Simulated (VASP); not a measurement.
## YAs4: relaxation of cell and atoms with PBE

Crystal: YAs4.

```
Y As
1.0
    -3.28927    3.28927    3.28927
     3.28927   -3.28927    3.28927
     3.28927    3.28927   -3.28927
Y As
1 4
Direct
  0.00000 0.00000 0.00000
  0.50000 0.50000 0.50000
  0.00000 0.00000 0.50000
  0.00000 0.50000 0.00000
  0.50000 0.00000 0.00000
```

```
Program                : VASP 6.6.1
Task                   : relaxation of cell and atoms
Functional             : PBE
Potentials or basis    : VASP PAW PBE potentials, release 64 (Y_sv, As)
Cutoff                 : 600 eV
k mesh                 : 4 × 4 × 4
Occupations            : gaussian, width 0.1 eV
Spin                   : no spin polarisation
Dipole correction      : no
Further INCAR settings : ALGO = Normal; EDIFF = 1e-06; IBRION = 2; EDIFFG = -0.04; NSW = 90; ISIF = 3
```

| Item | Value |
| --- | --- |
| Relaxed volume | 26.44 Å³/atom |
| Relaxed cell | a = 5.558 Å, b = 5.558 Å, c = 5.558 Å, α = 109.47°, β = 109.47°, γ = 109.47° |
| Space group after relaxing (to 0.05 Å) | Im-3m (No. 229) |
| Energy gained by relaxing | 24.1 meV/atom |
| Ionic steps | 3 |
| Pressure after relaxing | 0.0 GPa |

The path:
| step | energy change (eV) | largest force (eV/Å) | pressure (GPa) | volume (Å³) |
| --- | --- | --- | --- | --- |
| 1 | 0.0000 | 0.0000 | -3.56 | 142.35 |
| 2 | -0.1116 | 0.0000 | 1.13 | 129.71 |
| 3 | -0.1203 | 0.0000 | 0.01 | 132.20 |

Final structure:
```
Y As
1.0
    -3.20916    3.20916    3.20916
     3.20916   -3.20916    3.20916
     3.20916    3.20916   -3.20916
Y As
1 4
Direct
  0.00000 0.00000 0.00000
  0.50000 0.50000 0.50000
  0.00000 0.00000 0.50000
  0.00000 0.50000 0.00000
  0.50000 0.00000 0.00000
```

Levels at points of the mesh, in eV from the Fermi level:
```csv
k point,band 11,band 12,band 13,band 14,band 15,band 16,band 17,band 18,band 19
"(0.00, 0.00, 0.00)",-2.84,-2.79,-2.79,-2.79,1.08,1.08,1.75,1.75,1.75
"(0.50, 0.00, 0.00)",-2.34,-2.30,-1.79,-1.37,-1.25,-0.21,-0.03,0.10,2.30
"(0.50, 0.50, 0.50)",-4.60,-3.06,-3.06,-3.06,1.46,1.46,1.46,2.95,2.95
```

Run time: 81 s on 1 thread of Intel(R) Xeon(R) 6975P-C (Granite Rapids), with other jobs on the host, peak memory 0.35 GiB.

Caveat: the bands computed are all filled at some k points, so no gap is given.
